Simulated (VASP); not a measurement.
# BP (vib) (F-43m) in VASP: vibrations by perturbation theory with LDA

Aim: the vibrations by perturbation theory of BP (vib) with LDA.

Everything below comes from runs of VASP 6.6.1. Logs are shortened: lines on timing, memory, paths and dates and some standing lists are left out, and cuts for length are marked.

**1. The cell of the first run**

The structure is cubic, space group F-43m (No. 216). The conventional cell has a = 4.491 Å, b = 4.491 Å, c = 4.491 Å, α = 90.00°, β = 90.00°, γ = 90.00°. Within 2.6 Å of B (site symmetry -43m) lie 4 P at 1.94 Å. Within 2.6 Å of P (site symmetry -43m) lie 4 B at 1.94 Å.

**2. Vibrations by perturbation theory, LDA**

File INCAR:

```
PREC = Accurate
ENCUT = 500
EDIFF = 1E-8
ISMEAR = 0
SIGMA = 0.01
LREAL = False
LASPH = True
NELM = 120
ALGO = Normal
ISIF = 2
LWAVE = False
LCHARG = True
IBRION = 8
NSW = 1
LEPSILON = True
GGA_COMPAT = False
```

File KPOINTS:

```
Automatic mesh
0
Gamma
  8 8 8
```

File POSCAR:

```
BP
1.0
    0.0000000000      2.2453767526      2.2453767526
    2.2453767526      0.0000000000      2.2453767526
    2.2453767526      2.2453767526      0.0000000000
B P
1 1
Direct
    0.0000000000      0.0000000000      0.0000000000
    0.7500000000      0.7500000000      0.7500000000
```

Potentials or basis: VASP PAW LDA potentials, release 64 (B, P).

Run with:

```bash
cat potpaw_LDA.64/B/POTCAR potpaw_LDA.64/P/POTCAR > POTCAR
mpirun -np 1 vasp_std > vasp.out
```

OUTCAR:

```text
PREC = Accurate
   ENCUT = 500
   EDIFF = 1E-8
   ISMEAR = 0
   LREAL = False
   LASPH = True
   NELM = 120
   ISIF = 2
   IBRION = 8
   NSW = 1
   LEPSILON = True

 ion  position               nearest neighbor table
   1  0.000  0.000  0.000-   2 1.94   2 1.94   2 1.94   2 1.94
   2  0.750  0.750  0.750-   1 1.94   1 1.94   1 1.94   1 1.94

  LATTYP: Found a face centered cubic cell.
 ALAT       =     4.4907535052

  Lattice vectors:

 A1 = (   0.0000000000,   2.2453767526,   2.2453767526)
 A2 = (   2.2453767526,   0.0000000000,   2.2453767526)
 A3 = (   2.2453767526,   2.2453767526,   0.0000000000)

Analysis of symmetry for initial positions (statically):
=====================================================================
 Subroutine PRICEL returns:
 Original cell was already a primitive cell.

 Routine SETGRP: Setting up the symmetry group for a
 face centered cubic supercell.

 Subroutine GETGRP returns: Found 24 space group operations
 (whereof 24 operations were pure point group operations)
 out of a pool of 48 trial point group operations.

The static configuration has the point symmetry T_d .

Analysis of symmetry for dynamics (positions and initial velocities):
=====================================================================
 Subroutine PRICEL returns:
 Original cell was already a primitive cell.

 Routine SETGRP: Setting up the symmetry group for a
 face centered cubic supercell.

 Subroutine GETGRP returns: Found 24 space group operations
 (whereof 24 operations were pure point group operations)
 out of a pool of 48 trial point group operations.

The dynamic configuration has the point symmetry T_d .

 Subroutine INISYM returns: Found 24 space group operations
 (whereof 24 operations are pure point group operations),
 and found     1 'primitive' translations

----------------------------------------------------------------------------------------

                                     Primitive cell

  volume of cell :      22.6411

  direct lattice vectors                    reciprocal lattice vectors
     0.000000000  2.245376753  2.245376753    -0.222679779  0.222679779  0.222679779
     2.245376753  0.000000000  2.245376753     0.222679779 -0.222679779  0.222679779
     2.245376753  2.245376753  0.000000000     0.222679779  0.222679779 -0.222679779

  length of vectors
     3.175442256  3.175442256  3.175442256     0.385692692  0.385692692  0.385692692

  position of ions in fractional coordinates (direct lattice)
     0.000000000  0.000000000  0.000000000
     0.750000000  0.750000000  0.750000000

  ion indices of the primitive-cell ions
   primitive index   ion index
                 1           1
                 2           2

----------------------------------------------------------------------------------------

 KPOINTS: Automatic mesh

Automatic generation of k-mesh.
 Grid dimensions read from file:
 generate k-points for:    8    8    8

 Generating k-lattice:

  Cartesian coordinates                     Fractional coordinates (reciprocal lattice)
[... 411 lines left out ...]

 Free energy of the ion-electron system (eV)
  ---------------------------------------------------
  ---------------------------------------------------
  free energy    TOTEN  =        -0.56223468 eV

  energy without entropy =       -0.56223468

------------------------ aborting loop because EDIFF is reached ----------------------------------------

--------------------------------------- Ionic step        2  -------------------------------------------

------------------------ aborting loop because EDIFF is reached ----------------------------------------

--------------------------------------- Ionic step        3  -------------------------------------------

------------------------ aborting loop because EDIFF is reached ----------------------------------------

 PIEZOELECTRIC TENSOR FIELD DIRECTION 3  (e Angst)
 -----------------------------------------------------------------------------
    -0.00033 -0.23488  0.00000           ( -0.00000 -0.07914  0.00000)
    -0.23488 -0.00033  0.00000           ( -0.07914 -0.00000  0.00000)
     0.00000  0.00000 -0.00021           (  0.00000  0.00000 -0.00000)

 PIEZOELECTRIC TENSOR FIELD DIRECTION 3  (C/m^2)
 -----------------------------------------------------------------------------
    -0.00024 -0.16621  0.00000
    -0.16621 -0.00024  0.00000
     0.00000  0.00000 -0.00015

--------------------------------------- Ionic step        4  -------------------------------------------

------------------------ aborting loop because EDIFF is reached ----------------------------------------

[... ionic steps 5 to 6 ...]

--------------------------------------- Ionic step        7  -------------------------------------------

 Free energy of the ion-electron system (eV)
  ---------------------------------------------------
  ---------------------------------------------------
  free energy    TOTEN  =        -0.04119490 eV

  energy without entropy =       -0.04119490

------------------------ aborting loop because EDIFF is reached ----------------------------------------

 INTERNAL STRAIN TENSOR  FOR ION    2  DIRECTION 1   (eV/Angst):
 -----------------------------------------------------------------------------
    -0.01134  0.00000  0.00000
     0.00000  0.00892  7.47158
     0.00000  7.47158  0.00892

 MACROSCOPIC STATIC DIELECTRIC TENSOR (including local field effects in DFT)
 ------------------------------------------------------
           9.520096     0.000000     0.000000
           0.000000     9.520096     0.000000
           0.000000     0.000000     9.520096
 ------------------------------------------------------

 PIEZOELECTRIC TENSOR (including local field effects)  for field in x, y, z        (e  Angst)
          XX          YY          ZZ          XY          YZ          ZX
  --------------------------------------------------------------------------------
  x     0.00000    -0.00000     0.00000     0.00000    -0.22918     0.00000
  y    -0.00000     0.00000     0.00000     0.00000     0.00000    -0.22918
  z     0.00000     0.00000     0.00000    -0.22918     0.00000     0.00000

 PIEZOELECTRIC TENSOR (including local field effects)  for field in x, y, z        (C/m^2)
          XX          YY          ZZ          XY          YZ          ZX
  --------------------------------------------------------------------------------
  x     0.00000    -0.00000     0.00000     0.00000    -0.16217     0.00000
  y    -0.00000     0.00000     0.00000     0.00000     0.00000    -0.16217
  z     0.00000     0.00000     0.00000    -0.16217     0.00000     0.00000

 BORN EFFECTIVE CHARGES (including local field effects) (in |e|, cummulative output)
 ---------------------------------------------------------------------------------
 ion    1
    1    -0.61673     0.00000    -0.00000
    2    -0.00000    -0.61673     0.00000
    3    -0.00000    -0.00000    -0.61673
 ion    2
    1     0.61673    -0.00000     0.00000
    2     0.00000     0.61673    -0.00000
    3     0.00000     0.00000     0.61673

 INTERNAL STRAIN TENSOR FOR ION    2 for displacements in x,y,z  (eV/Angst):
          X           Y           Z          XY          YZ          ZX
  --------------------------------------------------------------------------------
  x     0.00000     0.00000    -0.00000     0.00000     7.47158     0.00000
  y     0.00000    -0.00000    -0.00000     0.00000     0.00000     7.47158
  z     0.00000    -0.00000     0.00000     7.47158     0.00000     0.00000

 SECOND DERIVATIVES (NOT SYMMETRIZED)
 ------------------------------------
               1X          1Y          1Z          2X          2Y          2Z
  1X   -19.780694    0.000000    0.000000   19.780694    0.000000    0.000000
  1Y     0.000000  -19.780694    0.000000    0.000000   19.780694    0.000000
  1Z     0.000000    0.000000  -19.780694    0.000000    0.000000   19.780694
  2X    19.778727    0.000000    0.000000  -19.778727    0.000000    0.000000
  2Y     0.000000   19.778727    0.000000    0.000000  -19.778727    0.000000
  2Z     0.000000    0.000000   19.778727    0.000000    0.000000  -19.778727

 Eigenvectors and eigenvalues of the dynamical matrix
 ----------------------------------------------------

   1 f  =   24.560914 THz   154.320775 2PiTHz  819.263911 cm-1   101.575733 meV
             X         Y         Z           dx          dy          dz
      0.000000  0.000000  0.000000    -0.000000    0.860982    0.000000
      3.368065  3.368065  3.368065    -0.000000   -0.508636    0.000000
[... 21 lines left out ...]
   6 f/i=    0.000535 THz     0.003361 2PiTHz    0.017843 cm-1     0.002212 meV
             X         Y         Z           dx          dy          dz
      0.000000  0.000000  0.000000    -0.191101   -0.184600    0.433720
      3.368065  3.368065  3.368065    -0.323483   -0.312479    0.734170

--------------------------------------------------------------------------------------------------------

 MACROSCOPIC STATIC DIELECTRIC TENSOR IONIC CONTRIBUTION
 ------------------------------------------------------
           0.153689    -0.000000     0.000000
          -0.000000     0.153689    -0.000000
           0.000000    -0.000000     0.153689
 ------------------------------------------------------

 ELASTIC MODULI CONTR FROM IONIC RELAXATION (kBar)
 Direction    XX          YY          ZZ          XY          YZ          ZX
 --------------------------------------------------------------------------------
 XX          -0.0000     -0.0000      0.0000     -0.0000     -0.0000     -0.0000
 YY          -0.0000     -0.0000      0.0000      0.0000     -0.0000      0.0000
 ZZ           0.0000      0.0000     -0.0000     -0.0000      0.0000      0.0000
 XY          -0.0000      0.0000     -0.0000   -212.5059      0.0000      0.0000
 YZ          -0.0000     -0.0000      0.0000      0.0000   -212.5059      0.0000
 ZX          -0.0000      0.0000      0.0000      0.0000      0.0000   -212.5059
 --------------------------------------------------------------------------------

 PIEZOELECTRIC TENSOR IONIC CONTR  for field in x, y, z        (C/m^2)
          XX          YY          ZZ          XY          YZ          ZX
  --------------------------------------------------------------------------------
  x     0.00000     0.00000    -0.00000     0.00000     0.17005    -0.00000
  y     0.00000    -0.00000    -0.00000    -0.00000     0.00000     0.17005
  z     0.00000    -0.00000     0.00000     0.17005     0.00000     0.00000
```

Wall time 2.3 min (1 thread of Intel Xeon 8259CL, shared host); peak memory 0.16 GiB.

What came out:

```
Electronic dielectric tensor (diagonal)                 : 9.52
Born charges (mean of the diagonal)                     : B -0.62; P +0.62 e
Highest phonon frequency at Γ, LO-TO splitting left out : 819 cm⁻¹
```

Phonon frequencies in cm⁻¹ (negative: imaginary):
| q point | frequencies |
| --- | --- |
| (0.000, 0.000, 0.000) | 0 0 0 819 819 819 |

Electronic dielectric tensor:
```
9.52 0.00 0.00
0.00 9.52 0.00
0.00 0.00 9.52
```

Born effective charge tensors (e):
atom 1, B
```
-0.62  0.00  0.00
 0.00 -0.62  0.00
 0.00  0.00 -0.62
```
atom 2, P
```
0.62 0.00 0.00
0.00 0.62 0.00
0.00 0.00 0.62
```
